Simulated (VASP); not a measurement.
Write the native input for VASP 6.6.1 that does the following.

| Item | Value |
| --- | --- |
| Task | single point |
| Functional | RPBE |
| Dispersion | D3(BJ) |
| Potentials or basis | VASP PAW PBE potentials, release 64 (Cu) |
| Cutoff | 600 eV |
| k mesh | 13 × 13 × 13 |
| Occupations | fermi-dirac, width 0.05 eV |
| Spin | no spin polarisation |
| Dipole correction | no |
| Further INCAR settings | ALGO = Normal; EDIFF = 1e-06; NBANDS = 12 |

The structure of Cu lies in POSCAR:

```
Cu
1.0
    0.0000000000      1.8429501765      1.8429501765
    1.8429501765      0.0000000000      1.8429501765
    1.8429501765      1.8429501765      0.0000000000
Cu
1
Direct
    0.0000000000      0.0000000000      0.0000000000
```

One way to write it, as run:

INCAR

```
SYSTEM = Cu
PREC = Accurate
ENCUT = 600
EDIFF = 1E-6
ISMEAR = -1
SIGMA = 0.05
LREAL = .FALSE.
LASPH = .TRUE.
NELM = 120
ALGO = Normal
ISIF = 2
LWAVE = .FALSE.
LCHARG = .FALSE.
GGA = RP
IVDW = 12
NBANDS = 12
GGA_COMPAT = .FALSE.
```

KPOINTS

```
regular mesh
0
G
  13 13 13
  0 0 0
```

Potentials or basis: VASP PAW PBE potentials, release 64 (Cu).

Launch:

```bash
$ cat potpaw_PBE.64/Cu/POTCAR > POTCAR
$ mpirun -np 1 vasp_std > vasp.out
```

Results of the run:

* Pressure: -36.5 GPa
* Dispersion energy per atom: -2.714 eV

Caveat: the PAW data sets were made with another functional, which shifts forces and pressure a little; pairwise dispersion overbinds metals, which lowers pressure and volume.

Run time: 8.8 s on 1 thread of Intel(R) Xeon(R) Platinum 8488C (Sapphire Rapids) (shared host), peak memory 0.15 GiB.
